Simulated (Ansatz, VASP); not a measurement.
Sc3NbO2 in VASP and in Ansatz

```xyz
6
Lattice="3.1393 0.0000 0.0000 -1.5696 2.7187 0.0000 0.0000 0.0000 10.1759" Properties=species:S:1:pos:R:3 pbc="T T T"
Sc    1.5696    0.9062    2.4330
Sc    0.0000    1.8125    7.7429
Sc    0.0000    0.0000    5.0879
Nb    0.0000    0.0000    0.0000
O     1.5696    0.9062    6.3359
O     0.0000    1.8125    3.8400
```

Change from the starting cell: species swapped into the Li3YBi2 type (P-3m1, No. 164).

Alike in both runs: functional PBE; k mesh 12 × 12 × 4; occupations gaussian, width 0.1 eV; no spin polarisation.

Ansatz relaxed the structure, and its values are those at the end. VASP's run is a single point on that final structure, the one shown.

```csv
,VASP,Ansatz
version,VASP 6.6.1,Ansatz 0.2.0
potentials or method,"VASP PAW PBE potentials, release 64 (Sc_sv, Nb_sv, O), cutoff 520 eV","scalar-relativistic, plane waves, PAW"
valence electrons in the cell,58,58
```

|  | VASP | Ansatz | Ansatz less VASP |
| --- | --- | --- | --- |
| gap on the k mesh at the Fermi level (eV) | none | none | - |
| pressure (GPa) | 0.5 | 0.0 | -0.45 |
| rms of the force components (eV/Å) | 0.018 | 0.004 | -0.0143 |

A gap of «none» marks a metal or a gap that the smearing closes.
